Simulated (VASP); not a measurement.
A run of VASP 6.6.1:

The input INCAR:

```
SYSTEM = Al2Cu
PREC = Accurate
ENCUT = 520
EDIFF = 1E-7
ISMEAR = 0
SIGMA = 0.15
LREAL = .FALSE.
LASPH = .TRUE.
NELM = 100
ALGO = Fast
ISIF = 2
LWAVE = .FALSE.
LCHARG = .FALSE.
GGA = PS
NBANDS = 16
```

The input KPOINTS:

```
regular mesh
0
G
  16 16 16
  0 0 0
```

The input POSCAR:

```
Al2Cu
1.0
   -2.0246315513      2.0246315513      3.1493150211
    2.0246315513     -2.0246315513      3.1493150211
    2.0246315513      2.0246315513     -3.1493150211
Al Cu
2 1
Direct
    0.7500000000      0.2500000000      0.5000000000
    0.2500000000      0.7500000000      0.5000000000
    0.5000000000      0.5000000000      0.0000000000
```

Potentials or basis: VASP PAW PBE potentials, release 64 (Al, Cu).

The run is started by

```bash
$ cat potpaw_PBE.64/Al/POTCAR potpaw_PBE.64/Cu/POTCAR > POTCAR
$ mpirun -np 1 vasp_std > vasp.out
```

Hardware: 1 thread of Intel(R) Xeon(R) 6975P-C (Granite Rapids), on a shared host.

Problem. Estimate the wall time of this run.

Solution. Run time: 2.1 min on 1 thread of Intel(R) Xeon(R) 6975P-C (Granite Rapids) (shared host), peak memory 0.39 GiB. Counts: scf iterations 19, k points 349.
